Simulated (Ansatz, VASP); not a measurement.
## One calculation of TiO2, two programs

```
CELL_PARAMETERS angstrom
5.37257 0.00000 0.00000
0.00000 5.37256 0.00000
-2.68433 0.00000 4.84957
ATOMIC_POSITIONS crystal
Ti 0.50000 0.37489 0.25000
Ti 0.50000 0.62511 0.75000
Ti 0.00000 0.87489 0.25000
Ti 0.00000 0.12511 0.75000
O 0.20652 0.87511 0.66295
O 0.79348 0.12489 0.33705
O 0.79348 0.87511 0.83705
O 0.20652 0.12489 0.16295
O 0.70652 0.37511 0.66295
O 0.29348 0.62489 0.33705
O 0.29348 0.37511 0.83705
O 0.70652 0.62489 0.16295
```

Alike in both runs: task single point; functional PBE; k mesh 6 × 6 × 6; occupations gaussian, width 0.02 eV; no spin polarisation.

```csv
,VASP,Ansatz
version,VASP 6.6.1,Ansatz 0.2.0
potentials or method,"VASP PAW PBE potentials, release 64 (Ti_sv, O), cutoff 520 eV","scalar-relativistic, plane waves, PAW"
valence electrons in the cell,96,96
```

```csv
,VASP,Ansatz,Ansatz less VASP
gap on the k mesh at the Fermi level (eV),2.10,2.13,+0.023
least direct gap on the mesh (eV),2.16,2.18,+0.023
pressure (GPa),0.7,0.0,-0.66
rms of the force components (eV/Å),0.009,0.000,-0.0083
```

Atom by atom the forces differ by 0.009 eV/Å (rms over components).
